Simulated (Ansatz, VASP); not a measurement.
**MgB2: VASP beside Ansatz**

```
Mg B
1.0
     3.06276    0.00000    0.00000
    -1.53138    2.65243    0.00000
     0.00000    0.00000    3.52087
Mg B
1 2
Direct
  0.00000 0.00000 0.00000
  0.66667 0.33333 0.50000
  0.33333 0.66667 0.50000
```

Alike in both runs: task single point; functional PBE; k mesh 6 × 6 × 6; occupations gaussian, width 0.1 eV; no spin polarisation.

```csv
,VASP,Ansatz
version,VASP 6.6.1,Ansatz 0.2.0
potentials or method,"VASP PAW PBE potentials, release 64 (Mg, B), cutoff 600 eV","scalar-relativistic, plane waves, PAW"
valence electrons in the cell,8,16
```

VASP gave:

- gap on the k mesh at the Fermi level (eV): none
- pressure (GPa): 1.5
- traceless stress, the component that is largest in VASP (GPa): -3.20

Question: What did Ansatz give for the same quantities?

Answer: gap on the k mesh at the Fermi level (eV): none; pressure (GPa): 1.7; traceless stress, the component that is largest in VASP (GPa): -3.06.

A gap of «none» marks a metal or a gap that the smearing closes. VASP's potentials hold 8 valence electrons a cell and Ansatz's 16, so a difference there can come from the potentials and not from the codes. Ansatz's warnings: structure snapped to symmetry.

The k mesh is coarse, so the values compare programs but aren't converged.
